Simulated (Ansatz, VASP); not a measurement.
**One calculation of Al3Ge2Ru, two programs**

```
Al Ge Ru
1.0
     3.90582    0.00000    0.00000
     0.00000    3.90582    0.00000
     0.00000    0.00000    6.60634
Al Ge Ru
3 2 1
Direct
  0.50000 0.50000 0.37070
  0.50000 0.00000 0.03245
  0.00000 0.50000 0.03245
  0.00000 0.00000 0.65436
  0.50000 0.50000 0.75974
  0.00000 0.00000 0.27269
```

Alike in both runs: task single point; functional PBE; k mesh 4 × 4 × 4; occupations gaussian, width 0.1 eV; collinear spin.

|  | VASP | Ansatz |
| --- | --- | --- |
| version | VASP 6.6.1 | Ansatz 0.2.0 |
| potentials or method | VASP PAW PBE potentials, release 64 (Al, Ge_d, Ru_pv), cutoff 520 eV | scalar-relativistic, plane waves, PAW |
| valence electrons in the cell | 51 | 53 |

|  | VASP | Ansatz | Ansatz less VASP |
| --- | --- | --- | --- |
| gap on the k mesh at the Fermi level (eV) | none | none | - |
| pressure (GPa) | -0.1 | -0.1 | +0.06 |
| rms of the force components (eV/Å) | 0.006 | 0.004 | -0.0014 |
| net moment per atom (μB) | 0.00 | 0.00 | 0.000 |

Atom by atom the forces differ by 0.002 eV/Å (rms over components). A gap of «none» marks a metal or a gap that the smearing closes. VASP's potentials hold 51 valence electrons a cell and Ansatz's 53, so a difference there can come from the potentials and not from the codes. Ansatz's warnings: seeded moment not kept.

The k mesh is coarse, so the values compare programs but aren't converged.
